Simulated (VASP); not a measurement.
# TaAs (P-6m2) in VASP: single point with PBE

Aim: the single point of TaAs with PBE.

Everything below comes from runs of VASP 6.6.1. Logs are shortened: lines on timing, memory, paths and dates and some standing lists are left out, and cuts for length are marked.

## 1. The cell of the first run

The structure is hexagonal, space group P-6m2 (No. 187). The conventional cell has a = 3.418 Å, b = 3.418 Å, c = 3.479 Å, α = 90.00°, β = 90.00°, γ = 120.00°. Ta (site symmetry -6m2) has 6 As at 2.63 Å and 8 Ta at 3.42 to 3.48 Å within 3.5 Å. As (site symmetry -6m2) has 6 Ta at 2.63 Å and 8 As at 3.42 to 3.48 Å within 3.5 Å.

## 2. Single point, PBE

INCAR reads:

```
PREC = Accurate
ENCUT = 500
EDIFF = 1E-6
ISMEAR = 0
SIGMA = 0.1
LREAL = F
LASPH = T
NELM = 120
ALGO = Normal
ISIF = 2
LWAVE = F
LCHARG = T
GGA = PE
LELF = T
LVHAR = T
NBANDS = 15
GGA_COMPAT = F
```

KPOINTS reads:

```
regular mesh
0
Gamma
  6 6 6
```

POSCAR reads:

```
TaAs
1.0
    3.4184229829      0.0000000000      0.0000000000
   -1.7092114914      2.9604411440      0.0000000000
    0.0000000000      0.0000000000      3.4793120790
Ta As
1 1
Direct
    0.3333333333      0.6666666667      0.5000000000
    0.0000000000      0.0000000000      0.0000000000
```

Potentials or basis: VASP PAW PBE potentials, release 64 (Ta_pv, As).

Started as:

```
> cat potpaw_PBE.64/Ta_pv/POTCAR potpaw_PBE.64/As/POTCAR > POTCAR
> mpirun -np 1 vasp_std > vasp.out
```

OUTCAR:

```text
PREC = Accurate
   ENCUT = 500
   EDIFF = 1E-6
   ISMEAR = 0
   LREAL = F
   LASPH = T
   NELM = 120
   ISIF = 2
   GGA = PE

 ion  position               nearest neighbor table
   1  0.333  0.667  0.500-   2 2.63   2 2.63   2 2.63   2 2.63   2 2.63   2 2.63
   2  0.000  0.000  0.000-   1 2.63   1 2.63   1 2.63   1 2.63   1 2.63   1 2.63

  LATTYP: Found a hexagonal cell.
 ALAT       =     3.4184229829
 C/A-ratio  =     1.0178120427

  Lattice vectors:

 A1 = (   3.4184229829,   0.0000000000,   0.0000000000)
 A2 = (  -1.7092114914,   2.9604411440,   0.0000000000)
 A3 = (   0.0000000000,   0.0000000000,   3.4793120790)

Analysis of symmetry for initial positions (statically):
=====================================================================
 Subroutine PRICEL returns:
 Original cell was already a primitive cell.

 Routine SETGRP: Setting up the symmetry group for a
 hexagonal supercell.

 Subroutine GETGRP returns: Found 12 space group operations
 (whereof 12 operations were pure point group operations)
 out of a pool of 24 trial point group operations.

The static configuration has the point symmetry D_3h.

Analysis of symmetry for dynamics (positions and initial velocities):
=====================================================================
 Subroutine PRICEL returns:
 Original cell was already a primitive cell.

 Routine SETGRP: Setting up the symmetry group for a
 hexagonal supercell.

 Subroutine GETGRP returns: Found 12 space group operations
 (whereof 12 operations were pure point group operations)
 out of a pool of 24 trial point group operations.

The dynamic configuration has the point symmetry D_3h.

 Subroutine INISYM returns: Found 12 space group operations
 (whereof 12 operations are pure point group operations),
 and found     1 'primitive' translations

----------------------------------------------------------------------------------------

                                     Primitive cell

  volume of cell :      35.2108

  direct lattice vectors                    reciprocal lattice vectors
     3.418422983  0.000000000  0.000000000     0.292532552  0.168893748  0.000000000
    -1.709211491  2.960441144  0.000000000     0.000000000  0.337787496  0.000000000
     0.000000000  0.000000000  3.479312079     0.000000000  0.000000000  0.287413137

  length of vectors
     3.418422983  3.418422983  3.479312079     0.337787496  0.337787496  0.287413137

  position of ions in fractional coordinates (direct lattice)
     0.333333333  0.666666667  0.500000000
     0.000000000  0.000000000  0.000000000

  ion indices of the primitive-cell ions
   primitive index   ion index
                 1           1
                 2           2

----------------------------------------------------------------------------------------

 KPOINTS: regular mesh

Automatic generation of k-mesh.
 Grid dimensions read from file:
 generate k-points for:    6    6    6

 Generating k-lattice:

  Cartesian coordinates                     Fractional coordinates (reciprocal lattice)
     0.048755425  0.028148958  0.000000000     0.166666667  0.000000000  0.000000000
     0.000000000  0.056297916  0.000000000     0.000000000  0.166666667  0.000000000
     0.000000000  0.000000000  0.047902190     0.000000000  0.000000000  0.166666667

  Length of vectors
     0.056297916  0.056297916  0.047902190

  Shift w.r.t. Gamma in fractional coordinates (k-lattice)
     0.000000000  0.000000000  0.000000000

 Subroutine IBZKPT returns following result:
 ===========================================

 Found     28 irreducible k-points:

 Following reciprocal coordinates:
            Coordinates               Weight
  0.000000  0.000000  0.000000      1.000000
  0.166667 -0.000000  0.000000      6.000000
  0.333333 -0.000000  0.000000      6.000000
  0.500000 -0.000000  0.000000      3.000000
  0.166667  0.166667  0.000000      6.000000
  0.333333  0.166667  0.000000     12.000000
[... 16 lines left out ...]
  0.166667 -0.000000  0.500000      6.000000
  0.333333 -0.000000  0.500000      6.000000
 [... further k-points ...]
   k-points           NKPTS =     28   k-points in BZ     NKDIM =     28   number of bands    NBANDS=     15
   number of dos      NEDOS =    301   number of ions     NIONS =      2
   total plane-waves  NPLWV =  21952
   dimension x,y,z NGX =    28 NGY =   28 NGZ =   28
   dimension x,y,z NGXF=    56 NGYF=   56 NGZF=   56
   ions per type =               1   1
   NGX,Y,Z   is equivalent  to a cutoff of  13.62, 13.62, 13.38 a.u.
   NGXF,Y,Z  is equivalent  to a cutoff of  27.23, 27.23, 26.76 a.u.
 SYSTEM =  unknown system
   PREC   = accura    normal or accurate (medium, high low for compatibility)
   ISTART =      0    job   : 0-new  1-cont  2-samecut
   ICHARG =      2    charge: 1-file 2-atom 10-const
   ISPIN  =      1    spin polarized calculation?
   LNONCOLLINEAR =      F non collinear calculations
   LSORBIT =      F    spin-orbit coupling
   LASPH  =      T    aspherical Exc in radial PAW
   ENCUT  =  500.0 eV  36.75 Ry    6.06 a.u.   6.23  6.23  6.34*2*pi/ulx,y,z
   NELM   =    120;   NELMIN=  2; NELMDL= -5     # of ELM steps
   EDIFF  = 0.1E-05   stopping-criterion for ELM
   LREAL  =      F    real-space projection
   EDIFFG = 0.1E-04   stopping-criterion for IOM
   NSW    =      0    number of steps for IOM
   IBRION =     -1    ionic relax: 0-MD 1-quasi-New 2-CG
   NFREE  =      0    steps in history (QN), initial steepest desc. (CG)
   ISIF   =      2    stress and relaxation
   ISYM   =      2    0-nonsym 1-usesym 2-fastsym
   POTIM  = 0.5000    time-step for ionic-motion
   TEBEG  =    0.0;   TEEND  =   0.0 temperature during run
   PSTRESS=    0.0 pullay stress
   NELECT =      16.0000    total number of electrons
   NUPDOWN=      -1.0000    fix difference up-down
   EMIN   =  10.00;   EMAX   =-10.00  energy-range for DOS
   EFERMI =   0.00;   METHOD = LEGACY
   ISMEAR =     0;   SIGMA  =   0.10  broadening in eV -4-tet -1-fermi 0-gaus
   EFERMI_NEDOS =   21; number of points for ismear=-14 and -15
   IALGO  =     38    algorithm
   IMIX   =      4    mixing-type and parameters
     AMIX     =   0.40;   BMIX     =  1.00
     AMIX_MAG =   1.60;   BMIX_MAG =  1.00
  volume/ion in A,a.u.               =      17.61       118.81
  Fermi-wavevector in a.u.,A,eV,Ry     =   1.258605  2.378419 21.552823  1.584088
  Thomas-Fermi vector in A             =   2.392207
   LORBIT       =      0    0 simple, 1 ext, 2 COOP (PROOUT), +10 PAW based schemes
   GGA     = PE    functional components
   LHFCALC =     F    Hartree Fock is set to
   AEXX    =    0.0000 exact exchange contribution
   IVDW    =     0    specifies the selected vdW correction
   LEPSILON=     F    determine dielectric tensor
   LRPA    =     F    only Hartree local field effects (RPA)
 non-spin polarized calculation
 Gauss-broadening in eV      SIGMA  =   0.10
  energy-cutoff  :      500.00
  volume of cell :       35.21
 maximum number of plane-waves:       912
 NGX is ok and might be reduce to    28
   NGX = 13   NGY = 13   NGZ = 13

 number of electron      15.9999998 magnetization

 Free energy of the ion-electron system (eV)
  ---------------------------------------------------
  ext. energy  EPLUGINS =         0.00000000
  ---------------------------------------------------
  free energy    TOTEN  =       -17.55184342 eV

  energy without entropy =      -17.55036200  energy(sigma->0) =      -17.55110271

 E-fermi :   6.6501     XC(G=0): -11.8546

 val. band max:        6.6074981226   @ k =   0.3333   0.3333   0.0000
 cond. band min:       6.6695148975   @ k =   0.0000   0.0000   0.3333
 fundamental gap:      0.0620167750
 Fermi energy:         6.6500658190

 k-point     1 :       0.0000    0.0000    0.0000
  band No.  band energies     occupation
      1     -28.1455      2.00000
      2     -27.9866      2.00000
      3     -27.9866      2.00000
      4      -7.0322      2.00000
      5       3.8136      2.00000
      6       4.5922      2.00000
      7       4.5922      2.00000
      8       5.8613      2.00000
      9       8.4230      0.00000
     10       8.4230      0.00000
     11      10.8214      0.00000
     12      11.3429      0.00000
     13      11.3429      0.00000
     14      14.9684      0.00000
     15      16.6078      0.00000

 k-point     2 :       0.1667   -0.0000    0.0000
  band No.  band energies     occupation
      1     -28.1370      2.00000
      2     -28.0433      2.00000
      3     -28.0000      2.00000
      4      -6.5777      2.00000
      5       3.1853      2.00000
      6       4.3495      2.00000
      7       4.9298      2.00000
      8       4.9629      2.00000
      9       8.2538      0.00000
     10       9.3583      0.00000
     11       9.7010      0.00000
     12      10.6888      0.00000
     13      12.7159      0.00000
     14      15.1567      0.00000
     15      18.0279      0.00000

 k-point     3 :       0.3333   -0.0000    0.0000
  band No.  band energies     occupation
      1     -28.1548      2.00000
      2     -28.1200      2.00000
      3     -28.0268      2.00000
      4      -5.4322      2.00000
      5       1.1434      2.00000
      6       3.9760      2.00000
      7       4.5896      2.00000
      8       5.6318      2.00000
      9       7.9422      0.00000
     10       8.7852      0.00000
     11       9.9595      0.00000
     12      11.3061      0.00000
     13      12.8700      0.00000
     14      16.2127      0.00000
     15      18.3076      0.00000
[... 343 lines left out ...]
 k-point    23 :       0.1667   -0.0000    0.5000
  band No.  band energies     occupation
      1     -28.2829      2.00000
      2     -28.0277      2.00000
      3     -27.9864      2.00000
      4      -4.8022      2.00000
      5      -0.4181      2.00000
      6       4.4694      2.00000
      7       4.7501      2.00000
      8       5.8367      2.00000
      9       7.0358      0.00000
     10       9.0184      0.00000
     11       9.9129      0.00000
     12      11.5483      0.00000
     13      15.5628      0.00000
     14      15.7070      0.00000
     15      18.2968      0.00000

 k-point    24 :       0.3333   -0.0000    0.5000
  band No.  band energies     occupation
      1     -28.2579      2.00000
      2     -28.1335      2.00000
      3     -28.0112      2.00000
      4      -4.4768      2.00000
      5       0.7981      2.00000
      6       2.7408      2.00000
      7       3.8562      2.00000
      8       5.3778      2.00000
      9       8.5263      0.00000
     10       9.4249      0.00000
     11      10.1100      0.00000
     12      13.3115      0.00000
     13      13.3956      0.00000
     14      14.8283      0.00000
     15      16.9603      0.00000

 [... further k-points ...]
[... 5 lines left out ...]
  --------------------------------------------------------------------------------------
  -------------------------------------------------------------------------------------
  Total        0.0845389      0.0845389      0.0841147      0.0000000      0.0000000      0.0000000
  in kB        3.8467289      3.8467289      3.8274254      0.0000000      0.0000000      0.0000000
  external PRESSURE =       3.8402944 kB  Pullay stress =       0.0000000 kB

 VOLUME and BASIS-vectors are now :
 -----------------------------------------------------------------------------
  energy-cutoff  :      500.00
  volume of cell :       35.21
      direct lattice vectors                 reciprocal lattice vectors
     3.418422983  0.000000000  0.000000000     0.292532552  0.168893748  0.000000000
    -1.709211491  2.960441144  0.000000000     0.000000000  0.337787496  0.000000000
     0.000000000  0.000000000  3.479312079     0.000000000  0.000000000  0.287413137

 POSITION                                       TOTAL-FORCE (eV/Angst)
 -----------------------------------------------------------------------------------
     -0.00000      1.97363      1.73966        -0.000000      0.000000      0.000000
      0.00000      0.00000      0.00000         0.000000     -0.000000      0.000000
 -----------------------------------------------------------------------------------
    total drift:                                0.000000     -0.000000     -0.000000

  FREE ENERGIE OF THE ION-ELECTRON SYSTEM (eV)
  ---------------------------------------------------
  free  energy   TOTEN  =       -17.5518434238 eV

  energy  without entropy=      -17.5503619987  energy(sigma->0) =      -17.55110271
```

It took 16 s on 1 thread of Intel Xeon 6975P-C, shared host; peak memory 0.16 GiB.

What came out:

| Item | Value |
| --- | --- |
| Free energy | -17.5518 eV |
| Pressure | 0.4 GPa |
| Band gap on the k mesh | zero (band 8 reaches 6.67 eV, above the bottom of band 9 at 6.47 eV) |

Caveat: spin-orbit coupling is left out, which moves the levels of the heavy elements.
